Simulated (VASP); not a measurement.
Write the native input for VASP 6.6.1 that does the following.

| Quantity | Value |
| --- | --- |
| Task | single point |
| Functional | PBEsol |
| Potentials or basis | VASP PAW PBE potentials, release 64 (Mg, O) |
| Cutoff | 520 eV |
| k mesh | 9 × 9 × 4 |
| Occupations | gaussian, width 0.05 eV |
| Spin | no spin polarisation |
| Dipole correction | no |
| Further INCAR settings | ALGO = Normal; EDIFF = 1e-06; NBANDS = 26 |

The structure of MgO lies in POSCAR:

```
MgO
1.0
    3.2553371795      0.0000000000      0.0000000000
   -1.6276685897      2.8192046953      0.0000000000
    0.0000000000      0.0000000000     10.4149514991
Mg O
4 4
Direct
    0.3333333333      0.6666666667      0.9695963559
    0.0000000000      0.0000000000      0.2209473890
    0.0000000000      0.0000000000      0.7209473890
    0.6666666667      0.3333333333      0.4695963559
    0.3333333333      0.6666666667      0.7799156657
   -0.1198032580      0.0000000000      0.5420208246
    0.0000000000      0.0000000000      0.0295387694
    0.6666666667      0.3333333333      0.2799156657
```

This cell differs from its parent crystal: atom 6 (O) moved by -0.390 Å along [1 0 0] and +0.130 Å along [0 0 1].

The input as run:

INCAR

```
PREC = Accurate
ENCUT = 520
EDIFF = 1E-6
ISMEAR = 0
SIGMA = 0.05
LREAL = False
LASPH = True
NELM = 60
ALGO = Normal
ISIF = 2
LWAVE = False
LCHARG = False
GGA = PS
NBANDS = 26
```

KPOINTS

```
Automatic mesh
0
Gamma
  9 9 4
```

Potentials or basis: VASP PAW PBE potentials, release 64 (Mg, O).

The run is started by

```console
$ cat potpaw_PBE.64/Mg/POTCAR potpaw_PBE.64/O/POTCAR > POTCAR
$ mpirun -np 1 vasp_std > vasp.out
```

Results of the run:

```
Pressure               : 2.7 GPa
Largest force          : 4.079 eV/Å
Band gap on the k mesh : 2.99 eV, direct
```

Caveat: the cell differs from its parent crystal (atom 6 (O) moved by -0.390 Å along [1 0 0] and +0.130 Å along [0 0 1]); the PAW data sets were made with another functional, which shifts forces and pressure a little.

It took 4.2 min on 1 thread of AMD EPYC 9R45 96-Core Processor (Zen 5), with other jobs on the host, peak memory 0.4 GiB.
